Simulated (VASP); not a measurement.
# TiTe2 (P-3m1) in VASP: vibrations by perturbation theory with PBEsol

Aim: the vibrations by perturbation theory of TiTe2 with PBEsol.

All numbers are computed with VASP 6.6.1; they aren't measurements. Logs are shortened: lines on timing, memory, paths and dates and some standing lists are left out, and cuts for length are marked.

**1. The cell of the first run**

The structure is trigonal, space group P-3m1 (No. 164). The conventional cell has a = 3.697 Å, b = 3.697 Å, c = 6.447 Å, α = 90.00°, β = 90.00°, γ = 120.00°. Within 3.7 Å of Ti (site symmetry -3m) lie 6 Te at 2.74 Å and 6 Ti at 3.70 Å. Te (site symmetry 3m) has 3 Ti at 2.74 Å and 9 Te at 3.68 to 3.70 Å within 3.7 Å.

**2. Vibrations by perturbation theory, PBEsol**

The input, INCAR:

```
SYSTEM = TiTe2
ALGO = Normal
EDIFF = 1E-8
ENCUT = 520
GGA = PS
IBRION = 8
ISIF = 2
ISMEAR = -1
LASPH = .TRUE.
LCHARG = .FALSE.
LREAL = .FALSE.
LWAVE = .FALSE.
NBANDS = 19
NELM = 80
NSW = 1
PREC = Accurate
SIGMA = 0.15
```

The input, KPOINTS:

```
k-points
0
G
  12 12 8
  0 0 0
```

The input, POSCAR:

```
TiTe2
1.0
    3.6968374165      0.0000000000      0.0000000000
   -1.8484187082      3.2015551164      0.0000000000
    0.0000000000      0.0000000000      6.4466902739
Ti Te
1 2
Direct
    0.0000000000      0.0000000000      0.0000000000
    0.6666666667      0.3333333333      0.2673972011
    0.3333333333      0.6666666667      0.7326027989
```

Potentials or basis: VASP PAW PBE potentials, release 64 (Ti_sv, Te).

Command:

```sh
> cat potpaw_PBE.64/Ti_sv/POTCAR potpaw_PBE.64/Te/POTCAR > POTCAR
> mpirun -np 1 vasp_std > vasp.out
```

OUTCAR:

```text
SYSTEM = TiTe2
   EDIFF = 1E-8
   ENCUT = 520
   GGA = PS
   IBRION = 8
   ISIF = 2
   ISMEAR = -1
   LASPH = .TRUE.
   LREAL = .FALSE.
   NELM = 80
   NSW = 1
   PREC = Accurate

 ion  position               nearest neighbor table
   1  0.000  0.000  0.000-   2 2.74   3 2.74   2 2.74   3 2.74   2 2.74   3 2.74
   2  0.667  0.333  0.267-   1 2.74   1 2.74   1 2.74   3 3.68   3 3.68   3 3.68
   3  0.333  0.667  0.733-   1 2.74   1 2.74   1 2.74   2 3.68   2 3.68   2 3.68

  LATTYP: Found a hexagonal cell.
 ALAT       =     3.6968374165
 C/A-ratio  =     1.7438392733

  Lattice vectors:

 A1 = (   3.6968374165,   0.0000000000,   0.0000000000)
 A2 = (  -1.8484187082,   3.2015551164,   0.0000000000)
 A3 = (   0.0000000000,   0.0000000000,   6.4466902739)

Analysis of symmetry for initial positions (statically):
=====================================================================
 Subroutine PRICEL returns:
 Original cell was already a primitive cell.

 Routine SETGRP: Setting up the symmetry group for a
 hexagonal supercell.

 Subroutine GETGRP returns: Found 12 space group operations
 (whereof 12 operations were pure point group operations)
 out of a pool of 24 trial point group operations.

The static configuration has the point symmetry D_3d.

Analysis of symmetry for dynamics (positions and initial velocities):
=====================================================================
 Subroutine PRICEL returns:
 Original cell was already a primitive cell.

 Routine SETGRP: Setting up the symmetry group for a
 hexagonal supercell.

 Subroutine GETGRP returns: Found 12 space group operations
 (whereof 12 operations were pure point group operations)
 out of a pool of 24 trial point group operations.

The dynamic configuration has the point symmetry D_3d.

 Subroutine INISYM returns: Found 12 space group operations
 (whereof 12 operations are pure point group operations),
 and found     1 'primitive' translations

----------------------------------------------------------------------------------------

                                     Primitive cell

  volume of cell :      76.3006

  direct lattice vectors                    reciprocal lattice vectors
     3.696837417  0.000000000  0.000000000     0.270501482  0.156174103  0.000000000
    -1.848418708  3.201555116  0.000000000     0.000000000  0.312348207  0.000000000
     0.000000000  0.000000000  6.446690274     0.000000000  0.000000000  0.155118356

  length of vectors
     3.696837417  3.696837417  6.446690274     0.312348207  0.312348207  0.155118356

  position of ions in fractional coordinates (direct lattice)
     0.000000000  0.000000000  0.000000000
     0.666666667  0.333333333  0.267397201
     0.333333333  0.666666667  0.732602799

  ion indices of the primitive-cell ions
   primitive index   ion index
                 1           1
                 2           2
                 3           3

----------------------------------------------------------------------------------------

 KPOINTS: k-points

Automatic generation of k-mesh.
 Grid dimensions read from file:
 generate k-points for:   12   12    8

 Generating k-lattice:

  Cartesian coordinates                     Fractional coordinates (reciprocal lattice)
     0.022541790  0.013014509  0.000000000     0.083333333 -0.000000000  0.000000000
     0.000000000  0.026029017  0.000000000     0.000000000  0.083333333  0.000000000
     0.000000000  0.000000000  0.019389795     0.000000000  0.000000000  0.125000000

  Length of vectors
     0.026029017  0.026029017  0.019389795

  Shift w.r.t. Gamma in fractional coordinates (k-lattice)
     0.000000000  0.000000000  0.000000000

 Subroutine IBZKPT returns following result:
 ===========================================

 Found    131 irreducible k-points:

 Following reciprocal coordinates:
            Coordinates               Weight
  0.000000  0.000000  0.000000      1.000000
  0.083333 -0.000000  0.000000      6.000000
  0.166667 -0.000000  0.000000      6.000000
  0.250000  0.000000  0.000000      6.000000
  0.333333 -0.000000  0.000000      6.000000
  0.416667 -0.000000  0.000000      6.000000
[... 39 lines left out ...]
   EDIFFG = 0.1E-06   stopping-criterion for IOM
   NSW    =      1    number of steps for IOM
   IBRION =      8    ionic relax: 0-MD 1-quasi-New 2-CG
   NFREE  =      0    steps in history (QN), initial steepest desc. (CG)
   ISIF   =      2    stress and relaxation
   ISYM   =      2    0-nonsym 1-usesym 2-fastsym
   POTIM  = 0.5000    time-step for ionic-motion
   TEBEG  =    0.0;   TEEND  =   0.0 temperature during run
   PSTRESS=    0.0 pullay stress
   NELECT =      24.0000    total number of electrons
   NUPDOWN=      -1.0000    fix difference up-down
   EMIN   =  10.00;   EMAX   =-10.00  energy-range for DOS
   EFERMI =   0.00;   METHOD = LEGACY
   ISMEAR =    -1;   SIGMA  =   0.15  broadening in eV -4-tet -1-fermi 0-gaus
   EFERMI_NEDOS =   21; number of points for ismear=-14 and -15
   IALGO  =     38    algorithm
   IMIX   =      4    mixing-type and parameters
     AMIX     =   0.40;   BMIX     =  1.00
     AMIX_MAG =   1.60;   BMIX_MAG =  1.00
  volume/ion in A,a.u.               =      25.43       171.63
  Fermi-wavevector in a.u.,A,eV,Ry     =   1.113361  2.103947 16.865400  1.239572
  Thomas-Fermi vector in A             =   2.249945
   LORBIT       =      0    0 simple, 1 ext, 2 COOP (PROOUT), +10 PAW based schemes
   GGA     = PS    functional components
   LHFCALC =     F    Hartree Fock is set to
   AEXX    =    0.0000 exact exchange contribution
   IVDW    =     0    specifies the selected vdW correction
   LEPSILON=     F    determine dielectric tensor
   LRPA    =     F    only Hartree local field effects (RPA)
 non-spin polarized calculation
  energy-cutoff  :      520.00
  volume of cell :       76.30
 maximum number of plane-waves:      2082
   NGX = 13   NGY = 13   NGZ = 23

--------------------------------------- Ionic step        1  -------------------------------------------

 number of electron      24.0000001 magnetization

 Free energy of the ion-electron system (eV)
  ---------------------------------------------------
  ext. energy  EPLUGINS =         0.00000000
  ---------------------------------------------------
  free energy    TOTEN  =       -17.59265469 eV

  energy without entropy =      -17.48100475  energy(sigma->0) =      -17.53682972

 E-fermi :   7.2917     XC(G=0): -10.2512

 val. band max:        7.2888486792   @ k =   0.5000   0.0000   0.0000
 cond. band min:       7.3035266413   @ k =   0.0000   0.0833   0.2500
 fundamental gap:      0.0146779621
 Fermi energy:         7.2917257265

 k-point     1 :       0.0000    0.0000    0.0000
  band No.  band energies     occupation
      1     -49.7773      2.00000
      2     -26.1437      2.00000
      3     -26.1437      2.00000
      4     -26.1139      2.00000
      5      -5.4040      2.00000
      6      -3.7857      2.00000
[... 505 lines left out ...]
      6      -3.6940      2.00000
[... 11 lines left out ...]
     18      13.7175      0.00000
     19      14.3529      0.00000

 [... further k-points ...]

------------------------ aborting loop because EDIFF is reached ----------------------------------------

  FORCE on cell =-STRESS in cart. coord.  units (eV):
  Direction    XX          YY          ZZ          XY          YZ          ZX
  --------------------------------------------------------------------------------------
  -------------------------------------------------------------------------------------
  Total        0.0220589      0.0220589      0.0308659      0.0000000     -0.0000000     -0.0000000
  in kB        0.4631979      0.4631979      0.6481282      0.0000000     -0.0000000     -0.0000000
  external PRESSURE =       0.5248414 kB  Pullay stress =       0.0000000 kB

 VOLUME and BASIS-vectors are now :
 -----------------------------------------------------------------------------
  energy-cutoff  :      520.00
  volume of cell :       76.30
      direct lattice vectors                 reciprocal lattice vectors
     3.696837417  0.000000000  0.000000000     0.270501482  0.156174103  0.000000000
    -1.848418708  3.201555116  0.000000000     0.000000000  0.312348207  0.000000000
     0.000000000  0.000000000  6.446690274     0.000000000  0.000000000  0.155118356

 POSITION                                       TOTAL-FORCE (eV/Angst)
 -----------------------------------------------------------------------------------
      0.00000      0.00000      0.00000        -0.000000      0.000000      0.000000
      1.84842      1.06719      1.72383         0.000000      0.000000      0.019666
     -0.00000      2.13437      4.72286        -0.000000     -0.000000     -0.019666
 -----------------------------------------------------------------------------------
    total drift:                               -0.000000     -0.000000     -0.000000

  FREE ENERGIE OF THE ION-ELECTRON SYSTEM (eV)
  ---------------------------------------------------
  free  energy   TOTEN  =       -17.5926546866 eV

  energy  without entropy=      -17.4810047513  energy(sigma->0) =      -17.53682972

[... ionic steps 2 to 3 ...]

--------------------------------------- Ionic step        4  -------------------------------------------

------------------------ aborting loop because EDIFF is reached ----------------------------------------
[... 11 lines left out ...]
[... ionic steps 8 to 8 ...]

--------------------------------------- Ionic step        9  -------------------------------------------

 Free energy of the ion-electron system (eV)
  ---------------------------------------------------
  ---------------------------------------------------
  free energy    TOTEN  =        -0.06409791 eV

  energy without entropy =       -0.06408297

------------------------ aborting loop because EDIFF is reached ----------------------------------------

 INTERNAL STRAIN TENSOR  FOR ION    2  DIRECTION 3   (eV/Angst):
 -----------------------------------------------------------------------------
    -6.68094 -0.00000 -0.00000
    -0.00000 -6.68094  0.00000
     0.00000  0.00000-12.45165

 INTERNAL STRAIN TENSOR FOR ION    3 for displacements in x,y,z  (eV/Angst):
          X           Y           Z          XY          YZ          ZX
  --------------------------------------------------------------------------------
  x     0.00000    -0.00000     0.00000     2.07780     0.00000     5.92493
  y     2.07780    -2.07780     0.00000    -0.00000     7.04587     0.00000
  z     6.68094     6.68094    12.45165     0.00000     0.00000    -0.00000

 SECOND DERIVATIVES (NOT SYMMETRIZED)
 ------------------------------------
               1X          1Y          1Z          2X          2Y          2Z          3X          3Y          3Z
  1X    -5.070992   -0.000000    0.000000    2.535496    0.000000    0.000000    2.535496    0.000000    0.000000
  1Y    -0.000000   -5.070992    0.000000    0.000000    2.535496    0.000000    0.000000    2.535496    0.000000
  1Z    -0.000000    0.000000  -11.427197    0.000000   -0.000000    5.713599    0.000000   -0.000000    5.713599
  2X     2.528107    0.000000   -0.000000   -3.623229   -0.000000   -0.000000    1.095122    0.000000    0.000000
  2Y     0.000000    2.528107    0.000000   -0.000000   -3.623229    0.000000    0.000000    1.095122    0.000000
  2Z    -0.000000    0.000000    5.697846    0.000000    0.000000   -7.718739   -0.000000    0.000000    2.020893
  3X     2.528107    0.000000   -0.000000    1.095122    0.000000    0.000000   -3.623229   -0.000000   -0.000000
  3Y     0.000000    2.528107    0.000000    0.000000    1.095122    0.000000   -0.000000   -3.623229    0.000000
  3Z    -0.000000    0.000000    5.697846   -0.000000    0.000000    2.020893    0.000000    0.000000   -7.718739

 Eigenvectors and eigenvalues of the dynamical matrix
 ----------------------------------------------------

   1 f  =    8.321225 THz    52.283800 2PiTHz  277.566198 cm-1    34.413807 meV
             X         Y         Z           dx          dy          dz
      0.000000  0.000000  0.000000    -0.000000   -0.000000    0.917817
      1.848419  1.067185  1.723827    -0.000000   -0.000000   -0.280723
     -0.000000  2.134370  4.722863     0.000000    0.000000   -0.280723
[... 43 lines left out ...]
   9 f/i=    0.004186 THz     0.026298 2PiTHz    0.139614 cm-1     0.017310 meV
             X         Y         Z           dx          dy          dz
      0.000000  0.000000  0.000000    -0.000000    0.000000   -0.397003
      1.848419  1.067185  1.723827    -0.000000    0.000000   -0.648995
     -0.000000  2.134370  4.722863    -0.000000    0.000000   -0.648995

--------------------------------------------------------------------------------------------------------

 ELASTIC MODULI CONTR FROM IONIC RELAXATION (kBar)
 Direction    XX          YY          ZZ          XY          YZ          ZX
 --------------------------------------------------------------------------------
 XX        -230.8883   -154.0353   -358.7022     -0.0000   -130.3050     -0.0000
 YY        -154.0353   -230.8883   -358.7022     -0.0000    130.3050      0.0000
 ZZ        -358.7022   -358.7022   -668.5343     -0.0000     -0.0000      0.0000
 XY          -0.0000     -0.0000     -0.0000    -38.4265      0.0000   -109.5746
 YZ        -130.3050    130.3050     -0.0000      0.0000   -441.8669     -0.0000
 ZX          -0.0000      0.0000      0.0000   -109.5746     -0.0000   -312.4562
 --------------------------------------------------------------------------------
```

Wall time 71 min (1 thread of Oxide Virtual Turin-like, shared host); peak memory 1.6 GiB.

Results:

| Quantity | Value |
| --- | --- |
| Highest phonon frequency at Γ, LO-TO splitting left out | 278 cm⁻¹ |

Phonon frequencies in cm⁻¹ (negative: imaginary):
| q point | frequencies |
| --- | --- |
| (0.000, 0.000, 0.000) | 0 0 0 100 100 144 185 185 278 |

Caveat: the PAW data sets were made with another functional, which shifts forces and pressure a little; spin-orbit coupling is left out, which moves the levels of the heavy elements; this functional lacks dispersion, which binds layers or chains, so the pressure and a relaxed spacing across them are unreliable.
